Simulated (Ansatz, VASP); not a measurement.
# One calculation of Al, two programs

The input INCAR:

```
  PREC = Accurate
  ENCUT = 500
  EDIFF = 1E-6
  ISMEAR = 0
  SIGMA = 0.15
  LREAL = F
  LASPH = T
  NELM = 120
  ALGO = Normal
  ISIF = 2
  LWAVE = F
  LCHARG = F
  GGA = PE
  IVDW = 12
  NBANDS = 14
  GGA_COMPAT = F
```

The input KPOINTS:

```
regular mesh
0
Gamma
  18 18 4
```

POSCAR

```
Al
1.0
    2.8317000000      0.0000000000      0.0000000000
   -1.4158500000      2.4523241359      0.0000000000
    0.0000000000      0.0000000000     10.5726000000
Al
4
Direct
    0.0000000000      0.0000000000      0.0000000000
    0.3333333333      0.6666666667      0.2500000000
    0.0000000000      0.0000000000      0.5000000000
    0.6666666667      0.3333333333      0.7500000000
```

Input for Ansatz:

```yaml
crystal:
  lattice:
    - [2.8317, 0.0, 0.0]
    - [-1.41585, 2.4523241359, 0.0]
    - [0.0, 0.0, 10.5726]
  atoms:
    - { symbol: Al, position: [0.0, 0.0, 0.0] }
    - { symbol: Al, position: [0.3333333333, 0.6666666667, 0.25] }
    - { symbol: Al, position: [0.0, 0.0, 0.5] }
    - { symbol: Al, position: [0.6666666667, 0.3333333333, 0.75] }
basis:
  ecutwfc: 420
kpoints:
  mp_grid: { grid: [18, 18, 4] }
hamiltonian:
  xc: pbe
  dispersion: d3bj
scf:
  occupations: { method: gaussian, width: 0.15 }
output:
  forces: true
  stress: true
  eigenvalues: true
```

Alike in both runs: task single point; functional PBE; dispersion D3(BJ); k mesh 18 × 18 × 4; occupations gaussian, width 0.15 eV; no spin polarisation.

|  | VASP | Ansatz |
| --- | --- | --- |
| version | VASP 6.6.1 | Ansatz 0.2.0 |
| potentials or method | VASP PAW PBE potentials, release 64 (Al), cutoff 500 eV | scalar-relativistic, plane waves, PAW |
| valence electrons in the cell | 12 | 12 |

Ansatz gave:

```
gap on the k mesh at the Fermi level (eV)                     : none
pressure (GPa)                                                : -7.6
traceless stress, the component that is largest in VASP (GPa) : -3.20
```

Estimate VASP's values.

gap on the k mesh at the Fermi level (eV): none; pressure (GPa): -7.6; traceless stress, the component that is largest in VASP (GPa): -3.18.

A gap of «none» marks a metal or a gap that the smearing closes.
